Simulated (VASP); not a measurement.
# Rb2TlNiF6 (Fm-3m) in VASP: single point with PBE

Aim: the single point of Rb2TlNiF6 with PBE.

Everything below comes from runs of VASP 6.6.1. Logs are shortened: lines on timing, memory, paths and dates and some standing lists are left out, and cuts for length are marked.

**1. The cell of the first run**

The structure is cubic, space group Fm-3m (No. 225). Conventional cell: a = 8.916 Å, b = 8.916 Å, c = 8.916 Å, α = 90.00°, β = 90.00°, γ = 90.00°. Within 4.2 Å of Rb (site symmetry -43m) lie 12 F at 3.17 Å and 4 Tl at 3.86 Å and 4 Ni at 3.86 Å. Tl (site symmetry m-3m) has 6 F at 2.51 Å within 3.3 Å. Within 2.6 Å of Ni (site symmetry m-3m) lie 6 F at 1.94 Å. Within 2.6 Å of F (site symmetry 4mm) lie 1 Ni at 1.94 Å and 1 Tl at 2.51 Å.

**2. Single point, PBE, collinear spin, ferromagnetic start**

File INCAR:

```
ALGO = Normal
EDIFF = 1E-7
ENCUT = 520
GGA = PE
ISIF = 2
ISMEAR = 0
ISPIN = 2
LASPH = True
LCHARG = True
LELF = True
LMAXMIX = 4
LORBIT = 11
LREAL = False
LUSENCCL = False
LVHAR = True
LWAVE = False
MAGMOM = 0 0 0 2 0 0 0 0 0 0
NBANDS = 56
NELM = 150
PREC = Accurate
SIGMA = 0.05
```

File KPOINTS:

```
k-points
0
Gamma
  6 6 6
```

File POSCAR:

```
Rb2TlNiF6
1.0
    0.0000000000      4.4578213805      4.4578213805
    4.4578213805      0.0000000000      4.4578213805
    4.4578213805      4.4578213805      0.0000000000
Rb Tl Ni F
2 1 1 6
Direct
    0.2500000000      0.2500000000      0.2500000000
    0.7500000000      0.7500000000      0.7500000000
    0.5000000000      0.5000000000      0.5000000000
    0.0000000000      0.0000000000      0.0000000000
    0.2180120000      0.2180120000      0.7819880000
    0.2180120000      0.7819880000      0.7819880000
    0.7819880000      0.7819880000      0.2180120000
    0.2180120000      0.7819880000      0.2180120000
    0.7819880000      0.2180120000      0.7819880000
    0.7819880000      0.2180120000      0.2180120000
```

Potentials or basis: VASP PAW PBE potentials, release 64 (Rb_sv, Tl_d, Ni, F).

Command:

```console
$ cat potpaw_PBE.64/Rb_sv/POTCAR potpaw_PBE.64/Tl_d/POTCAR potpaw_PBE.64/Ni/POTCAR potpaw_PBE.64/F/POTCAR > POTCAR
$ mpirun -np 1 vasp_std > vasp.out
```

OUTCAR:

```text
EDIFF = 1E-7
   ENCUT = 520
   GGA = PE
   ISIF = 2
   ISMEAR = 0
   ISPIN = 2
   LASPH = True
   LORBIT = 11
   LREAL = False
   NELM = 150
   PREC = Accurate

 ion  position               nearest neighbor table
   1  0.250  0.250  0.250-   7 3.17   7 3.17   5 3.17   5 3.17   9 3.17   8 3.17  10 3.17   6 3.17
                             9 3.17   6 3.17   8 3.17  10 3.17   3 3.86   4 3.86   4 3.86   4 3.86
   2  0.750  0.750  0.750-   7 3.17   7 3.17   5 3.17   5 3.17   8 3.17  10 3.17   9 3.17   9 3.17
                            10 3.17   6 3.17   6 3.17   8 3.17   4 3.86   3 3.86   3 3.86   4 3.86
   3  0.500  0.500  0.500-   5 2.51   6 2.51   7 2.51   8 2.51   9 2.51  10 2.51   1 3.86   1 3.86
                             1 3.86   2 3.86   1 3.86   2 3.86   2 3.86   2 3.86
   4  0.000  0.000  0.000-   5 1.94   6 1.94   7 1.94   8 1.94   9 1.94  10 1.94   2 3.86   2 3.86
                             1 3.86   2 3.86   2 3.86   1 3.86   1 3.86   1 3.86
   5  0.218  0.218  0.782-   4 1.94   3 2.51   1 3.17   2 3.17   2 3.17   1 3.17
   6  0.218  0.782  0.782-   4 1.94   3 2.51   2 3.17   2 3.17   1 3.17   1 3.17
   7  0.782  0.782  0.218-   4 1.94   3 2.51   2 3.17   2 3.17   1 3.17   1 3.17
   8  0.218  0.782  0.218-   4 1.94   3 2.51   1 3.17   2 3.17   2 3.17   1 3.17
   9  0.782  0.218  0.782-   4 1.94   3 2.51   2 3.17   2 3.17   1 3.17   1 3.17
  10  0.782  0.218  0.218-   4 1.94   3 2.51   1 3.17   2 3.17   2 3.17   1 3.17

  LATTYP: Found a face centered cubic cell.
 ALAT       =     8.9156427610

  Lattice vectors:

 A1 = (   0.0000000000,   4.4578213805,   4.4578213805)
 A2 = (   4.4578213805,   0.0000000000,   4.4578213805)
 A3 = (   4.4578213805,   4.4578213805,   0.0000000000)

Analysis of symmetry for initial positions (statically):
=====================================================================
 Subroutine PRICEL returns:
 Original cell was already a primitive cell.

 Routine SETGRP: Setting up the symmetry group for a
 face centered cubic supercell.

 Subroutine GETGRP returns: Found 48 space group operations
 (whereof 48 operations were pure point group operations)
 out of a pool of 48 trial point group operations.

The static configuration has the point symmetry O_h .

Analysis of symmetry for dynamics (positions and initial velocities):
=====================================================================
 Subroutine PRICEL returns:
 Original cell was already a primitive cell.

 Routine SETGRP: Setting up the symmetry group for a
 face centered cubic supercell.

 Subroutine GETGRP returns: Found 48 space group operations
 (whereof 48 operations were pure point group operations)
 out of a pool of 48 trial point group operations.

The dynamic configuration has the point symmetry O_h .

Analysis of structural, dynamic, and magnetic symmetry:
=====================================================================
 Subroutine PRICEL returns:
 Original cell was already a primitive cell.

 Routine SETGRP: Setting up the symmetry group for a
 face centered cubic supercell.

 Subroutine GETGRP returns: Found 48 space group operations
 (whereof 48 operations were pure point group operations)
 out of a pool of 48 trial point group operations.

The overall configuration has the point symmetry O_h .

 Subroutine INISYM returns: Found 48 space group operations
 (whereof 48 operations are pure point group operations),
 and found     1 'primitive' translations

----------------------------------------------------------------------------------------

                                     Primitive cell

  volume of cell :     177.1732

  direct lattice vectors                    reciprocal lattice vectors
     0.000000000  4.457821381  4.457821381    -0.112162412  0.112162412  0.112162412
     4.457821381  0.000000000  4.457821381     0.112162412 -0.112162412  0.112162412
     4.457821381  4.457821381  0.000000000     0.112162412  0.112162412 -0.112162412

  length of vectors
     6.304311455  6.304311455  6.304311455     0.194270997  0.194270997  0.194270997

  position of ions in fractional coordinates (direct lattice)
     0.250000000  0.250000000  0.250000000
     0.750000000  0.750000000  0.750000000
     0.500000000  0.500000000  0.500000000
     0.000000000  0.000000000  0.000000000
     0.218012000  0.218012000  0.781988000
     0.218012000  0.781988000  0.781988000
     0.781988000  0.781988000  0.218012000
     0.218012000  0.781988000  0.218012000
     0.781988000  0.218012000  0.781988000
     0.781988000  0.218012000  0.218012000

  ion indices of the primitive-cell ions
   primitive index   ion index
                 1           1
                 2           2
                 3           3
                 4           4
                 5           5
                 6           6
                 7           7
                 8           8
                 9           9
                10          10

----------------------------------------------------------------------------------------

 KPOINTS: k-points

Automatic generation of k-mesh.
 Grid dimensions read from file:
 generate k-points for:    6    6    6

 Generating k-lattice:

  Cartesian coordinates                     Fractional coordinates (reciprocal lattice)
    -0.018693735  0.018693735  0.018693735     0.166666667  0.000000000  0.000000000
     0.018693735 -0.018693735  0.018693735     0.000000000  0.166666667  0.000000000
     0.018693735  0.018693735 -0.018693735     0.000000000  0.000000000  0.166666667

  Length of vectors
     0.032378499  0.032378499  0.032378499

  Shift w.r.t. Gamma in fractional coordinates (k-lattice)
     0.000000000  0.000000000  0.000000000

 Subroutine IBZKPT returns following result:
 ===========================================

 Found     16 irreducible k-points:

 Following reciprocal coordinates:
            Coordinates               Weight
  0.000000  0.000000  0.000000      1.000000
  0.166667  0.000000  0.000000      8.000000
  0.333333  0.000000  0.000000      8.000000
  0.500000  0.000000  0.000000      4.000000
  0.166667  0.166667  0.000000      6.000000
  0.333333  0.166667  0.000000     24.000000
[... 8 lines left out ...]
 -0.333333  0.333333  0.166667     24.000000
 -0.333333  0.500000  0.166667     12.000000
   k-points           NKPTS =     16   k-points in BZ     NKDIM =     16   number of bands    NBANDS=     56
   number of dos      NEDOS =    301   number of ions     NIONS =     10
   total plane-waves  NPLWV = 110592
   dimension x,y,z NGX =    48 NGY =   48 NGZ =   48
   dimension x,y,z NGXF=    96 NGYF=   96 NGZF=   96
   ions per type =               2   1   1   6
   NGX,Y,Z   is equivalent  to a cutoff of  12.66, 12.66, 12.66 a.u.
   NGXF,Y,Z  is equivalent  to a cutoff of  25.32, 25.32, 25.32 a.u.
 SYSTEM =  unknown system
   PREC   = accura    normal or accurate (medium, high low for compatibility)
   ISTART =      0    job   : 0-new  1-cont  2-samecut
   ICHARG =      2    charge: 1-file 2-atom 10-const
   ISPIN  =      2    spin polarized calculation?
   LNONCOLLINEAR =      F non collinear calculations
   LSORBIT =      F    spin-orbit coupling
   LASPH  =      T    aspherical Exc in radial PAW
   ENCUT  =  520.0 eV  38.22 Ry    6.18 a.u.  11.72 11.72 11.72*2*pi/ulx,y,z
   NELM   =    150;   NELMIN=  2; NELMDL= -5     # of ELM steps
   EDIFF  = 0.1E-06   stopping-criterion for ELM
   LREAL  =      F    real-space projection
   EDIFFG = 0.1E-05   stopping-criterion for IOM
   NSW    =      0    number of steps for IOM
   IBRION =     -1    ionic relax: 0-MD 1-quasi-New 2-CG
   NFREE  =      0    steps in history (QN), initial steepest desc. (CG)
   ISIF   =      2    stress and relaxation
   ISYM   =      2    0-nonsym 1-usesym 2-fastsym
   POTIM  = 0.5000    time-step for ionic-motion
   TEBEG  =    0.0;   TEEND  =   0.0 temperature during run
   PSTRESS=    0.0 pullay stress
   NELECT =      83.0000    total number of electrons
   NUPDOWN=      -1.0000    fix difference up-down
   EMIN   =  10.00;   EMAX   =-10.00  energy-range for DOS
   EFERMI =   0.00;   METHOD = LEGACY
   ISMEAR =     0;   SIGMA  =   0.05  broadening in eV -4-tet -1-fermi 0-gaus
   EFERMI_NEDOS =   21; number of points for ismear=-14 and -15
   IALGO  =     38    algorithm
   IMIX   =      4    mixing-type and parameters
     AMIX     =   0.40;   BMIX     =  1.00
     AMIX_MAG =   1.60;   BMIX_MAG =  1.00
  volume/ion in A,a.u.               =      17.72       119.56
  Fermi-wavevector in a.u.,A,eV,Ry     =   1.271457  2.402705 21.995203  1.616602
  Thomas-Fermi vector in A             =   2.404389
   LORBIT       =     11    0 simple, 1 ext, 2 COOP (PROOUT), +10 PAW based schemes
   GGA     = PE    functional components
   LHFCALC =     F    Hartree Fock is set to
   AEXX    =    0.0000 exact exchange contribution
   IVDW    =     0    specifies the selected vdW correction
   LEPSILON=     F    determine dielectric tensor
   LRPA    =     F    only Hartree local field effects (RPA)
 spin polarized calculation
 Gauss-broadening in eV      SIGMA  =   0.05
  energy-cutoff  :      520.00
  volume of cell :      177.17
 maximum number of plane-waves:      4802
   NGX = 23   NGY = 23   NGZ = 23

 number of electron      83.0000051 magnetization       0.9999925

 Free energy of the ion-electron system (eV)
  ---------------------------------------------------
  ext. energy  EPLUGINS =         0.00000000
  ---------------------------------------------------
  free energy    TOTEN  =       -42.30878469 eV

  energy without entropy =      -42.30534893  energy(sigma->0) =      -42.30706681

 E-fermi :   0.6419     XC(G=0):  -8.9884

 val. band max:        0.6126061681   @ k =   0.1667   0.1667   0.0000
 cond. band min:       0.6874358355   @ k =   0.0000   0.0000   0.0000
 fundamental gap:      0.0748296674
 Fermi energy:         0.6418974559

 spin component 1

 k-point     1 :       0.0000    0.0000    0.0000
  band No.  band energies     occupation
      1     -24.4425      1.00000
      2     -24.4048      1.00000
      3     -21.4863      1.00000
      4     -21.1121      1.00000
      5     -21.1121      1.00000
      6     -21.1121      1.00000
[... 45 lines left out ...]
     52      10.0478      0.00000
     53      10.5570      0.00000
[... 838 lines left out ...]
     52       9.9901      0.00000
     53      10.0353      0.00000
 Fermi energy:         0.6418974559

 spin component 2

 k-point     1 :       0.0000    0.0000    0.0000
  band No.  band energies     occupation
      1     -24.4425      1.00000
      2     -24.4049      1.00000
      3     -21.4699      1.00000
      4     -21.0970      1.00000
      5     -21.0970      1.00000
      6     -21.0970      1.00000
[... 45 lines left out ...]
     52      10.0470      0.00000
     53      10.5512      0.00000
[... 838 lines left out ...]
     52       9.9874      0.00000
     53      10.0342      0.00000
 [bands above 53 left out]

------------------------ aborting loop because EDIFF is reached ----------------------------------------

  FORCE on cell =-STRESS in cart. coord.  units (eV):
  Direction    XX          YY          ZZ          XY          YZ          ZX
  --------------------------------------------------------------------------------------
  -------------------------------------------------------------------------------------
  Total        0.0971959      0.0971959      0.0971959      0.0000000      0.0000000     -0.0000000
  in kB        0.8789424      0.8789424      0.8789424      0.0000000      0.0000000     -0.0000000
  external PRESSURE =       0.8789424 kB  Pullay stress =       0.0000000 kB

 VOLUME and BASIS-vectors are now :
 -----------------------------------------------------------------------------
  energy-cutoff  :      520.00
  volume of cell :      177.17
      direct lattice vectors                 reciprocal lattice vectors
     0.000000000  4.457821381  4.457821381    -0.112162412  0.112162412  0.112162412
     4.457821381  0.000000000  4.457821381     0.112162412 -0.112162412  0.112162412
     4.457821381  4.457821381  0.000000000     0.112162412  0.112162412 -0.112162412

 POSITION                                       TOTAL-FORCE (eV/Angst)
 -----------------------------------------------------------------------------------
      2.22891      2.22891      2.22891         0.000000     -0.000000     -0.000000
      6.68673      6.68673      6.68673         0.000000     -0.000000     -0.000000
      4.45782      4.45782      4.45782         0.000000      0.000000     -0.000000
      0.00000      0.00000      0.00000         0.000000      0.000000     -0.000000
      4.45782      4.45782      1.94372         0.000000      0.000000      0.031426
      6.97193      4.45782      4.45782        -0.031426      0.000000     -0.000000
      4.45782      4.45782      6.97193         0.000000      0.000000     -0.031426
      4.45782      1.94372      4.45782         0.000000      0.031426     -0.000000
      4.45782      6.97193      4.45782         0.000000     -0.031426     -0.000000
      1.94372      4.45782      4.45782         0.031426      0.000000     -0.000000
 -----------------------------------------------------------------------------------
    total drift:                                0.000000     -0.000000     -0.000000

  FREE ENERGIE OF THE ION-ELECTRON SYSTEM (eV)
  ---------------------------------------------------
  free  energy   TOTEN  =       -42.3087846907 eV

  energy  without entropy=      -42.3053489267  energy(sigma->0) =      -42.30706681

 total charge

# of ion       s       p       d       tot
------------------------------------------
    1        1.935   5.357   0.014   7.306
    2        1.935   5.357   0.014   7.306
    3        1.194   0.173   9.717  11.084
    4        0.343   0.478   8.118   8.939
    5        1.740   4.316   0.000   6.056
    6        1.740   4.316   0.000   6.056
    7        1.740   4.316   0.000   6.056
    8        1.740   4.316   0.000   6.056
    9        1.740   4.316   0.000   6.056
   10        1.740   4.316   0.000   6.056
--------------------------------------------------
tot         15.846  37.264  17.862  70.972

 magnetization (x)

# of ion       s       p       d       tot
------------------------------------------
    1       -0.000  -0.000   0.000  -0.000
    2       -0.000  -0.000   0.000  -0.000
    3       -0.101   0.011   0.001  -0.089
    4        0.000  -0.002   1.041   1.039
    5        0.001   0.004   0.000   0.005
    6        0.001   0.004   0.000   0.005
    7        0.001   0.004   0.000   0.005
    8        0.001   0.004   0.000   0.005
    9        0.001   0.004   0.000   0.005
   10        0.001   0.004   0.000   0.005
--------------------------------------------------
tot         -0.092   0.031   1.042   0.981
```

Wall time 4.1 min (1 × NVIDIA H100 80GB with 1 thread of Intel Xeon Platinum 8481C at 2.70GHz (Sapphire Rapids), shared host); peak memory 1.4 GiB.

Results:

* Free energy: -42.3088 eV
* Pressure: 0.1 GPa
* Largest force: 0.031 eV/Å
* Band gap on the k mesh: zero (filled and empty bands overlap)
* Net moment: 1.00 μB per cell
* Site moments: Rb -0.00; Tl -0.09; Ni +1.04; F +0.01 μB
* Valence electrons inside the program's atomic spheres: Rb 7.31; Tl 11.08; Ni 8.94; F 6.06

Forces in eV/Å, atoms in the order of the input:
```
Rb   0.000  0.000  0.000
Rb   0.000  0.000  0.000
Tl   0.000  0.000  0.000
Ni   0.000  0.000  0.000
F    0.000  0.000  0.031
F   -0.031  0.000  0.000
F    0.000  0.000 -0.031
F    0.000  0.031  0.000
F    0.000 -0.031  0.000
F    0.031  0.000  0.000
```

Levels at points of the mesh, in eV from the Fermi level:
Spin up:
| k point | band 39 | band 40 | band 41 | band 42 | band 43 | band 44 | band 45 | band 46 |
| --- | --- | --- | --- | --- | --- | --- | --- | --- |
| (0.00, 0.00, 0.00) | -0.97 | -0.97 | -0.97 | 0.05 | 0.05 | 5.42 | 5.42 | 5.42 |
| (0.50, 0.00, 0.00) | -0.96 | -0.96 | -0.41 | -0.28 | -0.28 | 4.80 | 6.02 | 6.02 |
| (0.50, 0.50, 0.00) | -1.02 | -0.92 | -0.92 | 0.05 | 1.05 | 5.15 | 6.00 | 6.00 |
Spin down:
```csv
k point,band 37,band 38,band 39,band 40,band 41,band 42,band 43,band 44,band 45,band 46
"(0.00, 0.00, 0.00)",-2.31,-1.42,-0.44,-0.44,-0.44,1.55,1.55,5.38,5.38,5.38
"(0.50, 0.00, 0.00)",-2.40,-0.47,-0.46,-0.43,-0.43,1.28,1.28,4.79,6.01,6.01
"(0.50, 0.50, 0.00)",-2.32,-1.44,-0.48,-0.39,-0.39,1.56,2.06,5.13,5.96,5.96
```

Caveat: spin-orbit coupling is left out, which moves the levels of the heavy elements; a cell with one magnetic atom can't hold antiferromagnetic order, which such compounds often take; semilocal functionals often make such compounds metallic where correlation or magnetic order opens a gap, which also shifts bond lengths.
